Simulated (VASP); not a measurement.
# AlGa3N2 (R-3m) in VASP: single point with PBE

Aim: the single point of AlGa3N2 with PBE.

All numbers are computed with VASP 6.6.1; they aren't measurements. Logs are shortened: lines on timing, memory, paths and dates and some standing lists are left out, and cuts for length are marked.

## (1) The cell of the first run

The structure is trigonal, space group R-3m (No. 166). The conventional cell has a = 5.491 Å, b = 5.491 Å, c = 14.063 Å, α = 90.00°, β = 90.00°, γ = 120.00°. Al (site symmetry -3m) has 6 Ga at 2.83 Å and 8 N at 3.38 to 3.52 Å within 3.7 Å. Within 2.6 Å of Ga (site symmetry 2/m) lie 2 N at 1.97 Å. Within 2.6 Å of N (site symmetry 3m) lie 3 Ga at 1.97 Å.

The cell was built from a structure type or drawn by symmetry, and may not be a known phase.

## (2) Single point, PBE

Contents of INCAR:

```
PREC = Accurate
ENCUT = 520
EDIFF = 1E-7
ISMEAR = 0
SIGMA = 0.1
LREAL = F
LASPH = T
NELM = 100
ALGO = Normal
ISIF = 2
LWAVE = F
LCHARG = T
GGA = PE
LELF = T
LVHAR = T
NBANDS = 35
```

Contents of KPOINTS:

```
regular mesh
0
Gamma
  12 12 12
```

Contents of POSCAR:

```
AlGa3N2
1.0
    2.7453457573      1.5850261120      4.6876243019
   -2.7453457573      1.5850261120      4.6876243019
    0.0000000000     -3.1700522240      4.6876243019
Al Ga N
1 3 2
Direct
    0.5000000000      0.5000000000      0.5000000000
    0.5000000000      0.5000000000      0.0000000000
    0.0000000000      0.5000000000      0.5000000000
    0.5000000000      0.0000000000      0.5000000000
    0.7502186637      0.7502186637      0.7502186637
    0.2497813363      0.2497813363      0.2497813363
```

Potentials or basis: VASP PAW PBE potentials, release 64 (Al, Ga_d, N).

The run is started by

```sh
$ cat potpaw_PBE.64/Al/POTCAR potpaw_PBE.64/Ga_d/POTCAR potpaw_PBE.64/N/POTCAR > POTCAR
$ mpirun -np 1 vasp_std > vasp.out
```

OUTCAR:

```text
PREC = Accurate
   ENCUT = 520
   EDIFF = 1E-7
   ISMEAR = 0
   LREAL = F
   LASPH = T
   NELM = 100
   ISIF = 2
   GGA = PE

 ion  position               nearest neighbor table
   1  0.500  0.500  0.500-   3 2.83   4 2.83   4 2.83   3 2.83   2 2.83   2 2.83
   2  0.500  0.500  0.000-   5 1.97   6 1.97   3 2.75   4 2.75   4 2.75   3 2.75   1 2.83   1 2.83

   3  0.000  0.500  0.500-   5 1.97   6 1.97   4 2.75   4 2.75   2 2.75   2 2.75   1 2.83   1 2.83

   4  0.500  0.000  0.500-   5 1.97   6 1.97   3 2.75   3 2.75   2 2.75   2 2.75   1 2.83   1 2.83

   5  0.750  0.750  0.750-   3 1.97   4 1.97   2 1.97
   6  0.250  0.250  0.250-   3 1.97   4 1.97   2 1.97

  LATTYP: Found a trigonal (rhomboedric) cell.
 ALAT       =     5.6588914726
 COS(alpha) =     0.5292813962

  Lattice vectors:

 A1 = (   2.7453457573,   1.5850261120,   4.6876243019)
 A2 = (  -2.7453457573,   1.5850261120,   4.6876243019)
 A3 = (   0.0000000000,  -3.1700522240,   4.6876243019)

Analysis of symmetry for initial positions (statically):
=====================================================================
 Subroutine PRICEL returns:
 Original cell was already a primitive cell.

 Routine SETGRP: Setting up the symmetry group for a
 trigonal (rhombohedral) supercell.

 Subroutine GETGRP returns: Found 12 space group operations
 (whereof 12 operations were pure point group operations)
 out of a pool of 12 trial point group operations.

The static configuration has the point symmetry D_3d.

Analysis of symmetry for dynamics (positions and initial velocities):
=====================================================================
 Subroutine PRICEL returns:
 Original cell was already a primitive cell.

 Routine SETGRP: Setting up the symmetry group for a
 trigonal (rhombohedral) supercell.

 Subroutine GETGRP returns: Found 12 space group operations
 (whereof 12 operations were pure point group operations)
 out of a pool of 12 trial point group operations.

The dynamic configuration has the point symmetry D_3d.

 Subroutine INISYM returns: Found 12 space group operations
 (whereof 12 operations are pure point group operations),
 and found     1 'primitive' translations

----------------------------------------------------------------------------------------

                                     Primitive cell

  volume of cell :     122.3876

  direct lattice vectors                    reciprocal lattice vectors
     2.745345757  1.585026112  4.687624302     0.182126422  0.105150739  0.071109225
    -2.745345757  1.585026112  4.687624302    -0.182126422  0.105150739  0.071109225
     0.000000000 -3.170052224  4.687624302     0.000000000 -0.210301478  0.071109225

  length of vectors
     5.658891473  5.658891473  5.658891473     0.221998273  0.221998273  0.221998273

  position of ions in fractional coordinates (direct lattice)
     0.500000000  0.500000000  0.500000000
     0.500000000  0.500000000  0.000000000
     0.000000000  0.500000000  0.500000000
     0.500000000  0.000000000  0.500000000
     0.750218664  0.750218664  0.750218664
     0.249781336  0.249781336  0.249781336

  ion indices of the primitive-cell ions
   primitive index   ion index
                 1           1
                 2           2
                 3           3
                 4           4
                 5           5
                 6           6

----------------------------------------------------------------------------------------

 KPOINTS: regular mesh

Automatic generation of k-mesh.
 Grid dimensions read from file:
 generate k-points for:   12   12   12

 Generating k-lattice:

  Cartesian coordinates                     Fractional coordinates (reciprocal lattice)
     0.015177202  0.008762562  0.005925769     0.083333333  0.000000000  0.000000000
    -0.015177202  0.008762562  0.005925769     0.000000000  0.083333333  0.000000000
     0.000000000 -0.017525123  0.005925769     0.000000000  0.000000000  0.083333333

  Length of vectors
     0.018499856  0.018499856  0.018499856

  Shift w.r.t. Gamma in fractional coordinates (k-lattice)
     0.000000000  0.000000000  0.000000000

 Subroutine IBZKPT returns following result:
 ===========================================

 Found    189 irreducible k-points:

 Following reciprocal coordinates:
            Coordinates               Weight
  0.000000  0.000000  0.000000      1.000000
  0.083333 -0.000000 -0.000000      6.000000
  0.166667  0.000000  0.000000      6.000000
  0.250000  0.000000 -0.000000      6.000000
  0.333333  0.000000 -0.000000      6.000000
  0.416667 -0.000000  0.000000      6.000000
[... 16 lines left out ...]
  0.500000  0.166667 -0.000000     12.000000
 -0.416667  0.166667  0.000000     12.000000
 [... further k-points ...]
   k-points           NKPTS =    189   k-points in BZ     NKDIM =    189   number of bands    NBANDS=     35
   number of dos      NEDOS =    301   number of ions     NIONS =      6
   total plane-waves  NPLWV =  74088
   dimension x,y,z NGX =    42 NGY =   42 NGZ =   42
   dimension x,y,z NGXF=    84 NGYF=   84 NGZF=   84
   ions per type =               1   3   2
   NGX,Y,Z   is equivalent  to a cutoff of  12.34, 12.34, 12.34 a.u.
   NGXF,Y,Z  is equivalent  to a cutoff of  24.68, 24.68, 24.68 a.u.
 SYSTEM =  unknown system
   PREC   = accura    normal or accurate (medium, high low for compatibility)
   ISTART =      0    job   : 0-new  1-cont  2-samecut
   ICHARG =      2    charge: 1-file 2-atom 10-const
   ISPIN  =      1    spin polarized calculation?
   LNONCOLLINEAR =      F non collinear calculations
   LSORBIT =      F    spin-orbit coupling
   LASPH  =      T    aspherical Exc in radial PAW
   ENCUT  =  520.0 eV  38.22 Ry    6.18 a.u.  10.52 10.52 10.52*2*pi/ulx,y,z
   NELM   =    100;   NELMIN=  2; NELMDL= -5     # of ELM steps
   EDIFF  = 0.1E-06   stopping-criterion for ELM
   LREAL  =      F    real-space projection
   EDIFFG = 0.1E-05   stopping-criterion for IOM
   NSW    =      0    number of steps for IOM
   IBRION =     -1    ionic relax: 0-MD 1-quasi-New 2-CG
   NFREE  =      0    steps in history (QN), initial steepest desc. (CG)
   ISIF   =      2    stress and relaxation
   ISYM   =      2    0-nonsym 1-usesym 2-fastsym
   POTIM  = 0.5000    time-step for ionic-motion
   TEBEG  =    0.0;   TEEND  =   0.0 temperature during run
   PSTRESS=    0.0 pullay stress
   NELECT =      52.0000    total number of electrons
   NUPDOWN=      -1.0000    fix difference up-down
   EMIN   =  10.00;   EMAX   =-10.00  energy-range for DOS
   EFERMI =   0.00;   METHOD = LEGACY
   ISMEAR =     0;   SIGMA  =   0.10  broadening in eV -4-tet -1-fermi 0-gaus
   EFERMI_NEDOS =   21; number of points for ismear=-14 and -15
   IALGO  =     38    algorithm
   IMIX   =      4    mixing-type and parameters
     AMIX     =   0.40;   BMIX     =  1.00
     AMIX_MAG =   1.60;   BMIX_MAG =  1.00
  volume/ion in A,a.u.               =      20.40       137.65
  Fermi-wavevector in a.u.,A,eV,Ry     =   1.230732  2.325746 20.608757  1.514701
  Thomas-Fermi vector in A             =   2.365569
   LORBIT       =      0    0 simple, 1 ext, 2 COOP (PROOUT), +10 PAW based schemes
   GGA     = PE    functional components
   LHFCALC =     F    Hartree Fock is set to
   AEXX    =    0.0000 exact exchange contribution
   IVDW    =     0    specifies the selected vdW correction
   LEPSILON=     F    determine dielectric tensor
   LRPA    =     F    only Hartree local field effects (RPA)
 non-spin polarized calculation
 Gauss-broadening in eV      SIGMA  =   0.10
  energy-cutoff  :      520.00
  volume of cell :      122.39
 maximum number of plane-waves:      3313
   NGX = 21   NGY = 21   NGZ = 21

 number of electron      52.0000020 magnetization

 Free energy of the ion-electron system (eV)
  ---------------------------------------------------
  ext. energy  EPLUGINS =         0.00000000
  ---------------------------------------------------
  free energy    TOTEN  =       -23.86637819 eV

  energy without entropy =      -23.84843561  energy(sigma->0) =      -23.85740690

 E-fermi :   2.9493     XC(G=0):  -8.9928

 val. band max:        2.9490337262   @ k =   0.5000   0.0833  -0.0000
 cond. band min:       2.9520557361   @ k =  -0.3333   0.1667   0.1667
 fundamental gap:      0.0030220099
 Fermi energy:         2.9492977287

 k-point     1 :       0.0000    0.0000    0.0000
  band No.  band energies     occupation
      1     -14.1874      2.00000
      2     -12.4837      2.00000
      3     -12.4837      2.00000
      4     -12.4804      2.00000
      5     -12.3128      2.00000
      6     -12.3128      2.00000
[... 27 lines left out ...]
     34      10.2931      0.00000
     35      10.2991      0.00000

 k-point     2 :       0.0833   -0.0000   -0.0000
  band No.  band energies     occupation
      1     -14.1693      2.00000
      2     -12.4890      2.00000
      3     -12.4761      2.00000
      4     -12.4755      2.00000
      5     -12.3524      2.00000
      6     -12.3100      2.00000
[... 27 lines left out ...]
     34      10.1212      0.00000
     35      10.3418      0.00000

 k-point     3 :       0.1667    0.0000    0.0000
  band No.  band energies     occupation
      1     -14.1158      2.00000
      2     -12.5639      2.00000
      3     -12.4622      2.00000
      4     -12.4540      2.00000
      5     -12.4414      2.00000
      6     -12.3018      2.00000
[... 27 lines left out ...]
     34       9.7735      0.00000
     35      10.4118      0.00000
[... 723 lines left out ...]
 k-point    23 :       0.5000    0.1667   -0.0000
  band No.  band energies     occupation
      1     -13.7537      2.00000
      2     -13.2258      2.00000
      3     -12.4431      2.00000
      4     -12.3805      2.00000
      5     -12.3297      2.00000
      6     -12.3002      2.00000
[... 27 lines left out ...]
     34       8.6588      0.00000
     35       9.4330      0.00000

 k-point    24 :      -0.4167    0.1667    0.0000
  band No.  band energies     occupation
      1     -13.6912      2.00000
      2     -13.3068      2.00000
      3     -12.4419      2.00000
      4     -12.3690      2.00000
      5     -12.3093      2.00000
      6     -12.3065      2.00000
[... 27 lines left out ...]
     34       8.5943      0.00000
     35       9.3092      0.00000

 [... further k-points ...]

------------------------ aborting loop because EDIFF is reached ----------------------------------------

  FORCE on cell =-STRESS in cart. coord.  units (eV):
  Direction    XX          YY          ZZ          XY          YZ          ZX
  --------------------------------------------------------------------------------------
  -------------------------------------------------------------------------------------
  Total        0.0851008      0.0851008      0.0712378      0.0000000      0.0000000      0.0000000
  in kB        1.1140554      1.1140554      0.9325747      0.0000000      0.0000000      0.0000000
  external PRESSURE =       1.0535618 kB  Pullay stress =       0.0000000 kB

 VOLUME and BASIS-vectors are now :
 -----------------------------------------------------------------------------
  energy-cutoff  :      520.00
  volume of cell :      122.39
      direct lattice vectors                 reciprocal lattice vectors
     2.745345757  1.585026112  4.687624302     0.182126422  0.105150739  0.071109225
    -2.745345757  1.585026112  4.687624302    -0.182126422  0.105150739  0.071109225
     0.000000000 -3.170052224  4.687624302     0.000000000 -0.210301478  0.071109225

 POSITION                                       TOTAL-FORCE (eV/Angst)
 -----------------------------------------------------------------------------------
      0.00000      0.00000      7.03144        -0.000000     -0.000000      0.000000
      0.00000      1.58503      4.68762        -0.000000     -0.000000     -0.000000
     -1.37267     -0.79251      4.68762        -0.000000     -0.000000      0.000000
      1.37267     -0.79251      4.68762         0.000000     -0.000000      0.000000
      0.00000      0.00000     10.55023        -0.000000      0.000000      0.042616
      0.00000      0.00000      3.51264        -0.000000     -0.000000     -0.042616
 -----------------------------------------------------------------------------------
    total drift:                                0.000000      0.000000     -0.000000

  FREE ENERGIE OF THE ION-ELECTRON SYSTEM (eV)
  ---------------------------------------------------
  free  energy   TOTEN  =       -23.8663781941 eV

  energy  without entropy=      -23.8484356052  energy(sigma->0) =      -23.85740690
```

Run time: 27 min. Hardware: 1 thread of Intel Xeon 8259CL, shared host; peak memory 0.75 GiB.

What came out:

```
Free energy            : -23.8664 eV
Pressure               : 0.1 GPa
Largest force          : 0.043 eV/Å
Band gap on the k mesh : zero (bands 26 and 27 overlap by 1.47 eV)
```

Forces on the atoms (eV/Å):
```
Al   0.000  0.000  0.000
Ga   0.000  0.000  0.000
Ga   0.000  0.000  0.000
Ga   0.000  0.000  0.000
N    0.000  0.000  0.043
N    0.000  0.000 -0.043
```
